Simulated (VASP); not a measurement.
# PdPt2S6 (P-3m1) in VASP: a series of runs

Runs on PdPt2S6. Level: PBE. Tasks: single point, relaxation of cell and atoms.

Program: VASP 6.6.1. These are calculated values, not measurements. Logs are shortened: lines on timing, memory, paths and dates and some standing lists are left out, and cuts for length are marked.

### Step 1. The cell of the first run

It takes space group P-3m1 (No. 164, trigonal). Conventional cell: a = 3.571 Å, b = 3.571 Å, c = 18.962 Å, α = 90.00°, β = 90.00°, γ = 120.00°. Pd (site symmetry -3m) has 6 S at 2.40 Å within 3.2 Å. Within 3.2 Å of Pt (site symmetry 3m) lie 6 S at 2.40 Å. S (site symmetry 3m) has 3 Pd at 2.40 Å and 3 S at 3.21 Å within 3.3 Å. S (site symmetry 3m) has 3 Pt at 2.40 Å and 3 S at 3.21 Å within 3.3 Å. Within 3.3 Å of S (site symmetry 3m) lie 3 Pt at 2.40 Å and 3 S at 3.21 Å.

### Step 2. Single point, PBE

Input file INCAR:

```
PREC = Accurate
ENCUT = 520
EDIFF = 1E-6
ISMEAR = 0
SIGMA = 0.02
LREAL = F
LASPH = T
NELM = 80
ALGO = Normal
ISIF = 2
LWAVE = F
LCHARG = T
GGA = PE
LELF = T
LVHAR = T
NBANDS = 43
```

Input file KPOINTS:

```
regular mesh
0
Gamma
  12 12 2
```

Input file POSCAR:

```
PdPt2S6
1.0
    3.5712623790      0.0000000000      0.0000000000
   -1.7856311895      3.0928039438      0.0000000000
    0.0000000000      0.0000000000     18.9619119872
Pd Pt S
1 2 6
Direct
    0.0000000000      0.0000000000      0.0000000000
    0.0000000000      0.0000000000      0.3322918863
    0.0000000000      0.0000000000      0.6677081137
    0.3333333333      0.6666666667      0.0648732315
    0.3333333333      0.6666666667      0.3971817029
    0.3333333333      0.6666666667      0.7325914959
    0.6666666667      0.3333333333      0.2674085041
    0.6666666667      0.3333333333      0.6028182971
    0.6666666667      0.3333333333      0.9351267685
```

Potentials or basis: VASP PAW PBE potentials, release 64 (Pd, Pt, S).

Started as:

```console
> cat potpaw_PBE.64/Pd/POTCAR potpaw_PBE.64/Pt/POTCAR potpaw_PBE.64/S/POTCAR > POTCAR
> mpirun -np 1 vasp_std > vasp.out
```

OUTCAR:

```text
PREC = Accurate
   ENCUT = 520
   EDIFF = 1E-6
   ISMEAR = 0
   LREAL = F
   LASPH = T
   NELM = 80
   ISIF = 2
   GGA = PE

 ion  position               nearest neighbor table
   1  0.000  0.000  0.000-   4 2.40   9 2.40   9 2.40   4 2.40   9 2.40   4 2.40
   2  0.000  0.000  0.332-   7 2.40   7 2.40   7 2.40   5 2.40   5 2.40   5 2.40
   3  0.000  0.000  0.668-   6 2.40   6 2.40   6 2.40   8 2.40   8 2.40   8 2.40
   4  0.333  0.667  0.065-   1 2.40   1 2.40   1 2.40
   5  0.333  0.667  0.397-   2 2.40   2 2.40   2 2.40
   6  0.333  0.667  0.733-   3 2.40   3 2.40   3 2.40
   7  0.667  0.333  0.267-   2 2.40   2 2.40   2 2.40
   8  0.667  0.333  0.603-   3 2.40   3 2.40   3 2.40
   9  0.667  0.333  0.935-   1 2.40   1 2.40   1 2.40

  LATTYP: Found a hexagonal cell.
 ALAT       =     3.5712623790
 C/A-ratio  =     5.3095824319

  Lattice vectors:

 A1 = (   3.5712623790,   0.0000000000,   0.0000000000)
 A2 = (  -1.7856311895,   3.0928039438,   0.0000000000)
 A3 = (   0.0000000000,   0.0000000000,  18.9619119872)

Analysis of symmetry for initial positions (statically):
=====================================================================
 Subroutine PRICEL returns:
 Original cell was already a primitive cell.

 Routine SETGRP: Setting up the symmetry group for a
 hexagonal supercell.

 Subroutine GETGRP returns: Found 12 space group operations
 (whereof 12 operations were pure point group operations)
 out of a pool of 24 trial point group operations.

The static configuration has the point symmetry D_3d.

Analysis of symmetry for dynamics (positions and initial velocities):
=====================================================================
 Subroutine PRICEL returns:
 Original cell was already a primitive cell.

 Routine SETGRP: Setting up the symmetry group for a
 hexagonal supercell.

 Subroutine GETGRP returns: Found 12 space group operations
 (whereof 12 operations were pure point group operations)
 out of a pool of 24 trial point group operations.

The dynamic configuration has the point symmetry D_3d.

 Subroutine INISYM returns: Found 12 space group operations
 (whereof 12 operations are pure point group operations),
 and found     1 'primitive' translations

----------------------------------------------------------------------------------------

                                     Primitive cell

  volume of cell :     209.4384

  direct lattice vectors                    reciprocal lattice vectors
     3.571262379  0.000000000  0.000000000     0.280013030  0.161665598  0.000000000
    -1.785631190  3.092803944  0.000000000     0.000000000  0.323331197  0.000000000
     0.000000000  0.000000000 18.961911987     0.000000000  0.000000000  0.052737298

  length of vectors
     3.571262379  3.571262379 18.961911987     0.323331197  0.323331197  0.052737298

  position of ions in fractional coordinates (direct lattice)
     0.000000000  0.000000000  0.000000000
     0.000000000  0.000000000  0.332291886
     0.000000000  0.000000000  0.667708114
     0.333333333  0.666666667  0.064873232
     0.333333333  0.666666667  0.397181703
     0.333333333  0.666666667  0.732591496
     0.666666667  0.333333333  0.267408504
     0.666666667  0.333333333  0.602818297
     0.666666667  0.333333333  0.935126768

  ion indices of the primitive-cell ions
   primitive index   ion index
                 1           1
                 2           2
                 3           3
                 4           4
                 5           5
                 6           6
                 7           7
                 8           8
                 9           9

----------------------------------------------------------------------------------------

 KPOINTS: regular mesh

Automatic generation of k-mesh.
 Grid dimensions read from file:
 generate k-points for:   12   12    2

 Generating k-lattice:

  Cartesian coordinates                     Fractional coordinates (reciprocal lattice)
     0.023334419  0.013472133  0.000000000     0.083333333  0.000000000  0.000000000
     0.000000000  0.026944266  0.000000000     0.000000000  0.083333333  0.000000000
     0.000000000  0.000000000  0.026368649     0.000000000  0.000000000  0.500000000

  Length of vectors
     0.026944266  0.026944266  0.026368649

  Shift w.r.t. Gamma in fractional coordinates (k-lattice)
     0.000000000  0.000000000  0.000000000

 Subroutine IBZKPT returns following result:
 ===========================================

 Found     38 irreducible k-points:

 Following reciprocal coordinates:
            Coordinates               Weight
  0.000000  0.000000  0.000000      1.000000
  0.083333  0.000000  0.000000      6.000000
  0.166667  0.000000  0.000000      6.000000
  0.250000  0.000000  0.000000      6.000000
  0.333333  0.000000  0.000000      6.000000
  0.416667 -0.000000  0.000000      6.000000
[... 16 lines left out ...]
  0.250000  0.000000  0.500000      6.000000
  0.333333  0.000000  0.500000      6.000000
 [... further k-points ...]
   k-points           NKPTS =     38   k-points in BZ     NKDIM =     38   number of bands    NBANDS=     43
   number of dos      NEDOS =    301   number of ions     NIONS =      9
   total plane-waves  NPLWV = 112896
   dimension x,y,z NGX =    28 NGY =   28 NGZ =  144
   dimension x,y,z NGXF=    56 NGYF=   56 NGZF=  288
   ions per type =               1   2   6
   NGX,Y,Z   is equivalent  to a cutoff of  13.03, 13.03, 12.63 a.u.
   NGXF,Y,Z  is equivalent  to a cutoff of  26.07, 26.07, 25.25 a.u.
 SYSTEM =  unknown system
   PREC   = accura    normal or accurate (medium, high low for compatibility)
   ISTART =      0    job   : 0-new  1-cont  2-samecut
   ICHARG =      2    charge: 1-file 2-atom 10-const
   ISPIN  =      1    spin polarized calculation?
   LNONCOLLINEAR =      F non collinear calculations
   LSORBIT =      F    spin-orbit coupling
   LASPH  =      T    aspherical Exc in radial PAW
   ENCUT  =  520.0 eV  38.22 Ry    6.18 a.u.   6.64  6.64 35.26*2*pi/ulx,y,z
   NELM   =     80;   NELMIN=  2; NELMDL= -5     # of ELM steps
   EDIFF  = 0.1E-05   stopping-criterion for ELM
   LREAL  =      F    real-space projection
[... 7 lines left out ...]
   TEBEG  =    0.0;   TEEND  =   0.0 temperature during run
   PSTRESS=    0.0 pullay stress
   NELECT =      66.0000    total number of electrons
   NUPDOWN=      -1.0000    fix difference up-down
   EMIN   =  10.00;   EMAX   =-10.00  energy-range for DOS
   EFERMI =   0.00;   METHOD = LEGACY
   ISMEAR =     0;   SIGMA  =   0.02  broadening in eV -4-tet -1-fermi 0-gaus
   EFERMI_NEDOS =   21; number of points for ismear=-14 and -15
   IALGO  =     38    algorithm
   IMIX   =      4    mixing-type and parameters
     AMIX     =   0.40;   BMIX     =  1.00
     AMIX_MAG =   1.60;   BMIX_MAG =  1.00
  volume/ion in A,a.u.               =      23.27       157.04
  Fermi-wavevector in a.u.,A,eV,Ry     =   1.114048  2.105246 16.886242  1.241104
  Thomas-Fermi vector in A             =   2.250639
   LORBIT       =      0    0 simple, 1 ext, 2 COOP (PROOUT), +10 PAW based schemes
   GGA     = PE    functional components
   LHFCALC =     F    Hartree Fock is set to
   AEXX    =    0.0000 exact exchange contribution
   IVDW    =     0    specifies the selected vdW correction
   LEPSILON=     F    determine dielectric tensor
   LRPA    =     F    only Hartree local field effects (RPA)
 non-spin polarized calculation
 Gauss-broadening in eV      SIGMA  =   0.02
  energy-cutoff  :      520.00
  volume of cell :      209.44
 maximum number of plane-waves:      5700
 NGX is ok and might be reduce to    28
   NGX = 13   NGY = 13   NGZ = 71

 number of electron      65.9999998 magnetization

 Free energy of the ion-electron system (eV)
  ---------------------------------------------------
  ext. energy  EPLUGINS =         0.00000000
  ---------------------------------------------------
  free energy    TOTEN  =       -44.92282271 eV

  energy without entropy =      -44.92282271  energy(sigma->0) =      -44.92282271

 E-fermi :   3.4268     XC(G=0):  -9.0496

 val. band max:        3.3239584312   @ k =   0.1667   0.0000   0.5000
 cond. band min:       4.3764669063   @ k =   0.2500   0.0000   0.0000
 fundamental gap:      1.0525084750
 Fermi energy:         3.4267953212

 k-point     1 :       0.0000    0.0000    0.0000
  band No.  band energies     occupation
      1     -10.8459      2.00000
      2     -10.8308      2.00000
      3     -10.2387      2.00000
      4      -8.6583      2.00000
      5      -8.6251      2.00000
      6      -8.4183      2.00000
[... 35 lines left out ...]
     42       9.1613      0.00000
     43       9.4488      0.00000

 k-point     2 :       0.0833    0.0000    0.0000
  band No.  band energies     occupation
      1     -10.7608      2.00000
      2     -10.7457      2.00000
      3     -10.1660      2.00000
      4      -8.6772      2.00000
      5      -8.6455      2.00000
      6      -8.4263      2.00000
[... 35 lines left out ...]
     42       9.5525      0.00000
     43       9.7856      0.00000

 k-point     3 :       0.1667    0.0000    0.0000
  band No.  band energies     occupation
      1     -10.5160      2.00000
      2     -10.5011      2.00000
      3      -9.9572      2.00000
      4      -8.7295      2.00000
      5      -8.7019      2.00000
      6      -8.4494      2.00000
[... 919 lines left out ...]
      6      -8.4855      2.00000
[... 35 lines left out ...]
     42      10.0624      0.00000
     43      10.6121      0.00000

 k-point    24 :       0.3333    0.0000    0.5000
  band No.  band energies     occupation
      1      -9.7230      2.00000
      2      -9.7108      2.00000
      3      -9.2819      2.00000
      4      -8.8695      2.00000
      5      -8.8534      2.00000
      6      -8.5320      2.00000
[... 35 lines left out ...]
     42       9.6728      0.00000
     43      10.5858      0.00000

 [... further k-points ...]

------------------------ aborting loop because EDIFF is reached ----------------------------------------

  FORCE on cell =-STRESS in cart. coord.  units (eV):
  Direction    XX          YY          ZZ          XY          YZ          ZX
  --------------------------------------------------------------------------------------
  -------------------------------------------------------------------------------------
  Total       -0.4845451     -0.4845451     -0.2685913      0.0000000      0.0000000      0.0000000
  in kB       -3.7067091     -3.7067091     -2.0546896      0.0000000      0.0000000      0.0000000
  external PRESSURE =      -3.1560359 kB  Pullay stress =       0.0000000 kB

 VOLUME and BASIS-vectors are now :
 -----------------------------------------------------------------------------
  energy-cutoff  :      520.00
  volume of cell :      209.44
      direct lattice vectors                 reciprocal lattice vectors
     3.571262379  0.000000000  0.000000000     0.280013030  0.161665598  0.000000000
    -1.785631190  3.092803944  0.000000000     0.000000000  0.323331197  0.000000000
     0.000000000  0.000000000 18.961911987     0.000000000  0.000000000  0.052737298

 POSITION                                       TOTAL-FORCE (eV/Angst)
 -----------------------------------------------------------------------------------
      0.00000      0.00000      0.00000        -0.000000      0.000000     -0.000000
      0.00000      0.00000      6.30089         0.000000      0.000000     -0.000637
      0.00000      0.00000     12.66102         0.000000     -0.000000      0.000637
     -0.00000      2.06187      1.23012         0.000000     -0.000000     -0.026806
     -0.00000      2.06187      7.53132        -0.000000      0.000000     -0.037183
     -0.00000      2.06187     13.89134        -0.000000      0.000000     -0.037169
      1.78563      1.03093      5.07058         0.000000     -0.000000      0.037169
      1.78563      1.03093     11.43059        -0.000000     -0.000000      0.037183
      1.78563      1.03093     17.73179        -0.000000      0.000000      0.026806
 -----------------------------------------------------------------------------------
    total drift:                                0.000000     -0.000000      0.000000

  FREE ENERGIE OF THE ION-ELECTRON SYSTEM (eV)
  ---------------------------------------------------
  free  energy   TOTEN  =       -44.9228227146 eV

  energy  without entropy=      -44.9228227146  energy(sigma->0) =      -44.92282271
```

Wall time 6 min (1 thread of Oxide Virtual Turin-like, shared host); peak memory 0.49 GiB.

What came out:

| Property | Result |
| --- | --- |
| Free energy | -44.9228 eV |
| Pressure | -0.3 GPa |
| Largest force | 0.037 eV/Å |
| Band gap on the k mesh | 1.05 eV (least direct gap 1.19 eV) |

Forces on the atoms (eV/Å):
```
Pd   0.000  0.000  0.000
Pt   0.000  0.000 -0.001
Pt   0.000  0.000  0.001
S    0.000  0.000 -0.027
S    0.000  0.000 -0.037
S    0.000  0.000 -0.037
S    0.000  0.000  0.037
S    0.000  0.000  0.037
S    0.000  0.000  0.027
```

Caveat: spin-orbit coupling is left out, which moves the levels of the heavy elements; this functional lacks dispersion, which binds layers or chains, so the pressure and a relaxed spacing across them are unreliable.

### Step 3. Single point, PBE

Input file INCAR:

```
SYSTEM = PdPt2S6
PREC     = Accurate       ! precision mode
ENCUT    = 520            ! plane-wave cutoff, eV
EDIFF    = 1E-7           ! SCF threshold, eV
ISMEAR   = 0              ! smearing method
SIGMA    = 0.02           ! smearing width, eV
LREAL    = .FALSE.        ! projectors in reciprocal space
LASPH    = .TRUE.         ! aspherical terms in the spheres
NELM     = 100            ! most SCF steps
ALGO     = Normal         ! electronic algorithm
ISIF     = 2              ! what is computed and relaxed
LWAVE    = .FALSE.        ! write WAVECAR
LCHARG   = .TRUE.         ! write CHGCAR
GGA      = PE             ! functional
LELF     = .TRUE.         ! ELF
LVHAR    = .TRUE.       
NBANDS   = 43             ! bands
```

Input file KPOINTS:

```
Automatic mesh
0
G
  12 12 2
  0 0 0
```

POSCAR is that of step 2.

Potentials or basis: VASP PAW PBE potentials, release 64 (Pd, Pt, S).

Started as:

```console
> cat potpaw_PBE.64/Pd/POTCAR potpaw_PBE.64/Pt/POTCAR potpaw_PBE.64/S/POTCAR > POTCAR
> mpirun -np 1 vasp_std > vasp.out
```

Wall time 5.8 min (1 thread of Oxide Virtual Turin-like, shared host); peak memory 0.48 GiB.

Results (log left out):

- Free energy: -44.9228 eV
- Pressure: -0.3 GPa
- Largest force: 0.037 eV/Å
- Band gap on the k mesh: 1.05 eV (least direct gap 1.19 eV)

Forces on the atoms (eV/Å):
```
Pd   0.000  0.000  0.000
Pt   0.000  0.000 -0.001
Pt   0.000  0.000  0.001
S    0.000  0.000 -0.027
S    0.000  0.000 -0.037
S    0.000  0.000 -0.037
S    0.000  0.000  0.037
S    0.000  0.000  0.037
S    0.000  0.000  0.027
```

Stress tensor (GPa, compression positive):
```
-0.37  0.00  0.00
 0.00 -0.37  0.00
 0.00  0.00 -0.21
```

Levels at points of the mesh, in eV from the valence-band top:
```csv
k point,band 31,band 32,band 33,band 34,band 35,band 36
"(0.00, 0.00, 0.00)",-0.32,-0.18,-0.18,2.37,2.37,2.98
"(0.50, 0.00, 0.00)",-1.72,-1.48,-1.31,1.88,2.19,2.55
"(0.00, 0.00, 0.50)",-0.39,-0.18,-0.18,2.37,2.37,2.98
"(0.50, 0.00, 0.50)",-1.64,-1.57,-1.28,1.88,2.19,2.55
```

Caveat: spin-orbit coupling is left out, which moves the levels of the heavy elements; this functional lacks dispersion, which binds layers or chains, so the pressure and a relaxed spacing across them are unreliable. A k mesh can miss the band edges.

[end of part 1 of 2]
